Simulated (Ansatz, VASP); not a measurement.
# Hg: VASP beside Ansatz

```
Hg
1.0
     3.20973   -0.07315   -0.00724
    -0.11785    5.56930    0.10085
    -1.60489    0.09189    2.92240
Hg
2
Direct
  0.64736 0.24913 0.80994
  0.35264 0.75087 0.19006
```

Alike in both runs: task single point; functional PBE; k mesh 12 × 8 × 12; occupations gaussian, width 0.05 eV; no spin polarisation.

|  | VASP | Ansatz |
| --- | --- | --- |
| version | VASP 6.6.1 | Ansatz 0.2.0 |
| potentials or method | VASP PAW PBE potentials, release 64 (Hg), cutoff 520 eV | scalar-relativistic, plane waves, PAW |
| valence electrons in the cell | 24 | 40 |

VASP gave:

* gap on the k mesh at the Fermi level (eV): none
* pressure (GPa): 2.2
* traceless stress, the component that is largest in VASP (GPa): -0.56
* rms of the force components (eV/Å): 0.015

What did Ansatz give for the same quantities?

gap on the k mesh at the Fermi level (eV): none; pressure (GPa): 2.0; traceless stress, the component that is largest in VASP (GPa): -0.53; rms of the force components (eV/Å): 0.015.

Atom by atom the forces differ by 0.001 eV/Å (rms over components). A gap of «none» marks a metal or a gap that the smearing closes. VASP's potentials hold 24 valence electrons a cell and Ansatz's 40, so a difference there can come from the potentials and not from the codes.

Spin-orbit coupling is off throughout.
